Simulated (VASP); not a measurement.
A run of VASP 6.6.1:

The input INCAR:

```
SYSTEM = Ge
PREC = Accurate
ENCUT = 520
EDIFF = 1E-7
ISMEAR = 0
SIGMA = 0.15
LREAL = .FALSE.
LASPH = .TRUE.
NELM = 80
ALGO = Normal
ISIF = 2
LWAVE = .FALSE.
LCHARG = .FALSE.
GGA = PE
NBANDS = 36
```

Contents of KPOINTS:

```
Automatic mesh
0
G
  12 12 8
  0 0 0
```

File POSCAR:

```
Ge
1.0
    3.9364120065      0.0000000000      0.0000000000
   -1.9682060033      3.4090327973      0.0000000000
    0.0000000000      0.0000000000      6.4917523466
Ge
4
Direct
    0.6666666667      0.3333333333      0.0627911807
    0.3333333333      0.6666666667      0.5627911807
    0.6666666667      0.3333333333      0.4372088193
    0.3333333333      0.6666666667      0.9372088193
```

Potentials or basis: VASP PAW PBE potentials, release 64 (Ge_d).

Run with:

```sh
$ cat potpaw_PBE.64/Ge_d/POTCAR > POTCAR
$ mpirun -np 1 vasp_std > vasp.out
```

Hardware: 1 thread of AMD EPYC 7R13, on a shared host.

Task: How long does it take, and how much memory?

Result: Wall time 7.8 min on 1 thread of AMD EPYC 7R13, with other jobs on the host, peak memory 0.31 GiB. Counts: scf iterations 14, k points 95.
